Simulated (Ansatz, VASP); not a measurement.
# ScF3: VASP beside Ansatz

```
Sc F
1.0
     4.09115    0.00000    0.00000
     0.00000    4.09115    0.00000
     0.00000    0.00000    4.09115
Sc F
1 3
Direct
  0.00000 0.00000 0.00000
  0.50000 0.00000 0.00000
  0.00000 0.50000 0.00000
  0.00000 0.00000 0.50000
```

Change from the starting cell: volume scaled by 1.06.

Alike in both runs: task single point; functional LDA; k mesh 6 × 6 × 6; occupations fermi-dirac, width 0.02 eV; no spin polarisation.

|  | VASP | Ansatz |
| --- | --- | --- |
| version | VASP 6.6.1 | Ansatz 0.2.0 |
| potentials or method | VASP PAW LDA potentials, release 64 (Sc_sv, F), cutoff 520 eV | all-electron LAPW, scalar-relativistic |

VASP gave:

| Property | Result |
| --- | --- |
| gap on the k mesh at the Fermi level (eV) | 5.89 |
| pressure (GPa) | -7.2 |

Problem. What did Ansatz give for the same quantities?

Solution. gap on the k mesh at the Fermi level (eV): 5.91; pressure (GPa): -7.7.

LDA's correlation is that of Perdew and Zunger in VASP and of Perdew and Wang (1992) in Ansatz. Ansatz ran all-electron here, and VASP with PAW potentials.
